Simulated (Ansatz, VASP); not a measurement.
Two plane-wave programs on TiAl

File INCAR:

```
SYSTEM = TiAl
PREC     = Accurate       ! precision mode
ENCUT    = 520            ! plane-wave cutoff, eV
EDIFF    = 1E-6           ! SCF threshold, eV
ISMEAR   = 0              ! smearing method
SIGMA    = 0.15           ! smearing width, eV
LREAL    = .FALSE.        ! projectors in reciprocal space
LASPH    = .TRUE.         ! aspherical terms in the spheres
NELM     = 100            ! most SCF steps
ALGO     = Fast           ! electronic algorithm
ISIF     = 2              ! what is computed and relaxed
LWAVE    = .FALSE.        ! write WAVECAR
LCHARG   = .FALSE.        ! write CHGCAR
GGA      = PS             ! functional
NBANDS   = 14             ! bands
```

Contents of KPOINTS:

```
Automatic mesh
0
G
  14 14 14
  0 0 0
```

File POSCAR:

```
TiAl
1.0
    2.9250135935      0.0000000000      0.0000000000
    0.0000000000      3.2722149481      0.0000000000
    0.0000000000      0.0000000000      3.1563759507
Ti Al
1 1
Direct
    0.0000000000      0.0000000000      0.0000000000
    0.5000000000      0.5000000000      0.5000000000
```

Input for Ansatz:

```yaml
crystal:
  lattice:
    - [2.9250135934, 0.0, 0.0]
    - [0.0, 3.272214948, 0.0]
    - [0.0, 0.0, 3.1563759506]
  atoms:
    - { symbol: Ti, position: [0.0, 0.0, 0.0] }
    - { symbol: Al, position: [0.5, 0.5, 0.5] }
basis:
  ecutwfc: 520.0
kpoints:
  mp_grid: { grid: [14, 14, 14] }
hamiltonian:
  xc: pbesol
scf:
  occupations: { method: gaussian, width: 0.15 }
output:
  forces: true
  stress: true
  eigenvalues: true
```

Change from the starting cell: normal strain along x -0.0733, normal strain along y +0.0367.

Alike in both runs: task single point; functional PBEsol; k mesh 14 × 14 × 14; occupations gaussian, width 0.15 eV; no spin polarisation.

|  | VASP | Ansatz |
| --- | --- | --- |
| version | VASP 6.6.1 | Ansatz 0.2.0 |
| potentials or method | VASP PAW PBE potentials, release 64 (Ti_sv, Al), cutoff 520 eV | scalar-relativistic, plane waves, PAW |
| valence electrons in the cell | 15 | 15 |

```csv
,VASP,Ansatz,Ansatz less VASP
gap on the k mesh at the Fermi level (eV),none,none,-
pressure (GPa),5.5,5.5,-0.04
"traceless stress, the component that is largest in VASP (GPa)",2.71,2.71,+0.003
```

VASP's potentials were made for PBE, not for PBEsol. A gap of «none» marks a metal or a gap that the smearing closes. With one functional, cell and mesh, what is left measures potentials, basis and numerics.
